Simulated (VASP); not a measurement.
# GaN (series) (F-43m) in VASP: further runs

Runs on GaN (series). Level: PBE. Tasks: single point.

All numbers are computed with VASP 6.6.1; they aren't measurements. Logs are shortened: lines on timing, memory, paths and dates and some standing lists are left out, and cuts for length are marked.

### Step 1. The cell of the first run

Symmetry: F-43m, No. 216, cubic system. The conventional cell has a = 4.507 Å, b = 4.507 Å, c = 4.507 Å, α = 90.00°, β = 90.00°, γ = 90.00°. Within 2.6 Å of Ga (site symmetry -43m) lie 4 N at 1.95 Å. Within 2.6 Å of N (site symmetry -43m) lie 4 Ga at 1.95 Å.

### Step 2. Single point, PBE

Contents of INCAR:

```
SYSTEM = GaN
PREC = Accurate
ENCUT = 600
EDIFF = 1E-6
ISMEAR = 0
SIGMA = 0.02
LREAL = .FALSE.
LASPH = .TRUE.
NELM = 120
ALGO = Normal
ISIF = 2
LWAVE = .FALSE.
LCHARG = .FALSE.
GGA = PE
NBANDS = 16
GGA_COMPAT = .FALSE.
```

Contents of KPOINTS:

```
Automatic mesh
0
G
  4 4 4
  0 0 0
```

Contents of POSCAR:

```
GaN
1.0
    0.0000000000      2.2535006075      2.2535006075
    2.2535006075      0.0000000000      2.2535006075
    2.2535006075      2.2535006075      0.0000000000
Ga N
1 1
Direct
    0.0000000000      0.0000000000      0.0000000000
    0.7500000000      0.7500000000      0.7500000000
```

Potentials or basis: VASP PAW PBE potentials, release 64 (Ga_d, N).

Run with:

```sh
> cat potpaw_PBE.64/Ga_d/POTCAR potpaw_PBE.64/N/POTCAR > POTCAR
> mpirun -np 1 vasp_std > vasp.out
```

OUTCAR:

```text
SYSTEM = GaN
   PREC = Accurate
   ENCUT = 600
   EDIFF = 1E-6
   ISMEAR = 0
   LREAL = .FALSE.
   LASPH = .TRUE.
   NELM = 120
   ISIF = 2
   GGA = PE

 ion  position               nearest neighbor table
   1  0.000  0.000  0.000-   2 1.95   2 1.95   2 1.95   2 1.95
   2  0.750  0.750  0.750-   1 1.95   1 1.95   1 1.95   1 1.95

  LATTYP: Found a face centered cubic cell.
 ALAT       =     4.5070012150

  Lattice vectors:

 A1 = (   0.0000000000,   2.2535006075,   2.2535006075)
 A2 = (   2.2535006075,   0.0000000000,   2.2535006075)
 A3 = (   2.2535006075,   2.2535006075,   0.0000000000)

Analysis of symmetry for initial positions (statically):
=====================================================================
 Subroutine PRICEL returns:
 Original cell was already a primitive cell.

 Routine SETGRP: Setting up the symmetry group for a
 face centered cubic supercell.

 Subroutine GETGRP returns: Found 24 space group operations
 (whereof 24 operations were pure point group operations)
 out of a pool of 48 trial point group operations.

The static configuration has the point symmetry T_d .

Analysis of symmetry for dynamics (positions and initial velocities):
=====================================================================
 Subroutine PRICEL returns:
 Original cell was already a primitive cell.

 Routine SETGRP: Setting up the symmetry group for a
 face centered cubic supercell.

 Subroutine GETGRP returns: Found 24 space group operations
 (whereof 24 operations were pure point group operations)
 out of a pool of 48 trial point group operations.

The dynamic configuration has the point symmetry T_d .

 Subroutine INISYM returns: Found 24 space group operations
 (whereof 24 operations are pure point group operations),
 and found     1 'primitive' translations

----------------------------------------------------------------------------------------

                                     Primitive cell

  volume of cell :      22.8877

  direct lattice vectors                    reciprocal lattice vectors
     0.000000000  2.253500607  2.253500607    -0.221877020  0.221877020  0.221877020
     2.253500607  0.000000000  2.253500607     0.221877020 -0.221877020  0.221877020
     2.253500607  2.253500607  0.000000000     0.221877020  0.221877020 -0.221877020

  length of vectors
[... 63 lines left out ...]
   ENCUT  =  600.0 eV  44.10 Ry    6.64 a.u.   6.37  6.37  6.37*2*pi/ulx,y,z
   NELM   =    120;   NELMIN=  2; NELMDL= -5     # of ELM steps
   EDIFF  = 0.1E-05   stopping-criterion for ELM
   LREAL  =      F    real-space projection
   EDIFFG = 0.1E-04   stopping-criterion for IOM
   NSW    =      0    number of steps for IOM
   IBRION =     -1    ionic relax: 0-MD 1-quasi-New 2-CG
   NFREE  =      0    steps in history (QN), initial steepest desc. (CG)
   ISIF   =      2    stress and relaxation
   ISYM   =      2    0-nonsym 1-usesym 2-fastsym
   POTIM  = 0.5000    time-step for ionic-motion
   TEBEG  =    0.0;   TEEND  =   0.0 temperature during run
   PSTRESS=    0.0 pullay stress
   NELECT =      18.0000    total number of electrons
   NUPDOWN=      -1.0000    fix difference up-down
   EMIN   =  10.00;   EMAX   =-10.00  energy-range for DOS
   EFERMI =   0.00;   METHOD = LEGACY
   ISMEAR =     0;   SIGMA  =   0.02  broadening in eV -4-tet -1-fermi 0-gaus
   EFERMI_NEDOS =   21; number of points for ismear=-14 and -15
   IALGO  =     38    algorithm
   IMIX   =      4    mixing-type and parameters
     AMIX     =   0.40;   BMIX     =  1.00
     AMIX_MAG =   1.60;   BMIX_MAG =  1.00
  volume/ion in A,a.u.               =      11.44        77.23
  Fermi-wavevector in a.u.,A,eV,Ry     =   1.511117  2.855596 31.068543  2.283473
  Thomas-Fermi vector in A             =   2.621216
   LORBIT       =      0    0 simple, 1 ext, 2 COOP (PROOUT), +10 PAW based schemes
   GGA     = PE    functional components
   LHFCALC =     F    Hartree Fock is set to
   AEXX    =    0.0000 exact exchange contribution
   IVDW    =     0    specifies the selected vdW correction
   LEPSILON=     F    determine dielectric tensor
   LRPA    =     F    only Hartree local field effects (RPA)
 non-spin polarized calculation
 Gauss-broadening in eV      SIGMA  =   0.02
  energy-cutoff  :      600.00
  volume of cell :       22.89
 maximum number of plane-waves:       778
 NGX is ok and might be reduce to    28
   NGX = 13   NGY = 13   NGZ = 13

 number of electron      18.0000005 magnetization

 Free energy of the ion-electron system (eV)
  ---------------------------------------------------
  ext. energy  EPLUGINS =         0.00000000
  ---------------------------------------------------
  free energy    TOTEN  =       -12.08113251 eV

  energy without entropy =      -12.08113251  energy(sigma->0) =      -12.08113251

 E-fermi :   5.5205     XC(G=0): -11.6561

 val. band max:        5.3290051048   @ k =   0.0000   0.0000   0.0000
 cond. band min:       7.0335328073   @ k =   0.0000   0.0000   0.0000
 fundamental gap:      1.7045277025
 Fermi energy:         5.5204754279

 k-point     1 :       0.0000    0.0000    0.0000
  band No.  band energies     occupation
      1     -10.6184      2.00000
      2      -8.1610      2.00000
      3      -8.1610      2.00000
      4      -8.1610      2.00000
      5      -7.8431      2.00000
      6      -7.8431      2.00000
[... 129 lines left out ...]
      3      -7.9880      2.00000
      4      -7.8341      2.00000
      5      -7.8323      2.00000
      6      -5.8639      2.00000
[... 8 lines left out ...]
     15      24.6541      0.00000
     16      28.9530      0.00000

------------------------ aborting loop because EDIFF is reached ----------------------------------------

  FORCE on cell =-STRESS in cart. coord.  units (eV):
  Direction    XX          YY          ZZ          XY          YZ          ZX
  --------------------------------------------------------------------------------------
  -------------------------------------------------------------------------------------
  Total        0.6955377      0.6955377      0.6955377     -0.0000000      0.0000000     -0.0000000
  in kB       48.6887023     48.6887023     48.6887023     -0.0000000      0.0000000     -0.0000000
  external PRESSURE =      48.6887023 kB  Pullay stress =       0.0000000 kB

 VOLUME and BASIS-vectors are now :
 -----------------------------------------------------------------------------
  energy-cutoff  :      600.00
  volume of cell :       22.89
      direct lattice vectors                 reciprocal lattice vectors
     0.000000000  2.253500607  2.253500607    -0.221877020  0.221877020  0.221877020
     2.253500607  0.000000000  2.253500607     0.221877020 -0.221877020  0.221877020
     2.253500607  2.253500607  0.000000000     0.221877020  0.221877020 -0.221877020

 POSITION                                       TOTAL-FORCE (eV/Angst)
 -----------------------------------------------------------------------------------
      0.00000      0.00000      0.00000        -0.000000     -0.000000     -0.000000
      3.38025      3.38025      3.38025         0.000000      0.000000      0.000000
 -----------------------------------------------------------------------------------
    total drift:                               -0.000000     -0.000000     -0.000000

  FREE ENERGIE OF THE ION-ELECTRON SYSTEM (eV)
  ---------------------------------------------------
  free  energy   TOTEN  =       -12.0811325140 eV

  energy  without entropy=      -12.0811325140  energy(sigma->0) =      -12.08113251
```

Run time: 4.9 s. Hardware: 1 thread of Intel Xeon Platinum 8559C (Emerald Rapids), shared host; peak memory 0.15 GiB.

Results:

| Item | Value |
| --- | --- |
| Free energy | -12.0811 eV |
| Pressure | 4.9 GPa |
| Band gap on the k mesh | 1.70 eV, direct |

Levels at points of the mesh, in eV from the valence-band top:
| k point | band 7 | band 8 | band 9 | band 10 | band 11 | band 12 |
| --- | --- | --- | --- | --- | --- | --- |
| (0.00, 0.00, 0.00) | 0.00 | 0.00 | 0.00 | 1.70 | 10.26 | 10.26 |
| (0.50, 0.00, 0.00) | -7.06 | -0.97 | -0.97 | 4.61 | 8.72 | 10.32 |
| (0.50, 0.50, 0.00) | -6.15 | -2.71 | -2.71 | 3.31 | 6.63 | 11.70 |

Caveat: the k points lie up to 0.60 Å⁻¹ apart. PBE gaps usually lie below the measured ones, often by a third to a half.

### Step 3. Single point, PBE

Contents of INCAR:

```
SYSTEM = GaN
PREC     = Accurate       ! precision mode
ENCUT    = 600            ! plane-wave cutoff, eV
EDIFF    = 1E-6           ! SCF threshold, eV
ISMEAR   = 0              ! smearing method
SIGMA    = 0.02           ! smearing width, eV
LREAL    = .False.        ! projectors in reciprocal space
LASPH    = .True.         ! aspherical terms in the spheres
NELM     = 120            ! most SCF steps
ALGO     = Normal         ! electronic algorithm
ISIF     = 2              ! what is computed and relaxed
LWAVE    = .False.        ! write WAVECAR
LCHARG   = .False.        ! write CHGCAR
GGA      = PE             ! functional
NBANDS   = 16             ! bands
GGA_COMPAT= .False.
```

Contents of KPOINTS:

```
Automatic mesh
0
Gamma
  6 6 6
  0 0 0
```

POSCAR is that of step 2.

Potentials or basis: VASP PAW PBE potentials, release 64 (Ga_d, N).

Run with:

```sh
> cat potpaw_PBE.64/Ga_d/POTCAR potpaw_PBE.64/N/POTCAR > POTCAR
> mpirun -np 1 vasp_std > vasp.out
```

OUTCAR:

```text
SYSTEM = GaN
   PREC = Accurate
   ENCUT = 600
   EDIFF = 1E-6
   ISMEAR = 0
   LREAL = .False.
   LASPH = .True.
   NELM = 120
   ISIF = 2
   GGA = PE

 ion  position               nearest neighbor table
   1  0.000  0.000  0.000-   2 1.95   2 1.95   2 1.95   2 1.95
   2  0.750  0.750  0.750-   1 1.95   1 1.95   1 1.95   1 1.95

  LATTYP: Found a face centered cubic cell.
 ALAT       =     4.5070012150

  Lattice vectors:

 A1 = (   0.0000000000,   2.2535006075,   2.2535006075)
[... 479 lines left out ...]

------------------------ aborting loop because EDIFF is reached ----------------------------------------

  FORCE on cell =-STRESS in cart. coord.  units (eV):
  Direction    XX          YY          ZZ          XY          YZ          ZX
  --------------------------------------------------------------------------------------
  -------------------------------------------------------------------------------------
  Total        0.6999522      0.6999522      0.6999522      0.0000000     -0.0000000      0.0000000
  in kB       48.9977267     48.9977267     48.9977267      0.0000000     -0.0000000      0.0000000
  external PRESSURE =      48.9977267 kB  Pullay stress =       0.0000000 kB

 VOLUME and BASIS-vectors are now :
 -----------------------------------------------------------------------------
  energy-cutoff  :      600.00
  volume of cell :       22.89
      direct lattice vectors                 reciprocal lattice vectors
     0.000000000  2.253500607  2.253500607    -0.221877020  0.221877020  0.221877020
     2.253500607  0.000000000  2.253500607     0.221877020 -0.221877020  0.221877020
     2.253500607  2.253500607  0.000000000     0.221877020  0.221877020 -0.221877020

 POSITION                                       TOTAL-FORCE (eV/Angst)
 -----------------------------------------------------------------------------------
      0.00000      0.00000      0.00000         0.000000      0.000000     -0.000000
      3.38025      3.38025      3.38025        -0.000000     -0.000000      0.000000
 -----------------------------------------------------------------------------------
    total drift:                               -0.000000     -0.000000     -0.000000

  FREE ENERGIE OF THE ION-ELECTRON SYSTEM (eV)
  ---------------------------------------------------
  free  energy   TOTEN  =       -12.1402044240 eV

  energy  without entropy=      -12.1402044240  energy(sigma->0) =      -12.14020442
```

Run time: 7.3 s. Hardware: 1 thread of Intel Xeon Platinum 8559C (Emerald Rapids), shared host; peak memory 0.15 GiB.

Results:

| Property | Result |
| --- | --- |
| Free energy | -12.1402 eV |
| Pressure | 4.9 GPa |
| Band gap on the k mesh | 1.72 eV, direct |
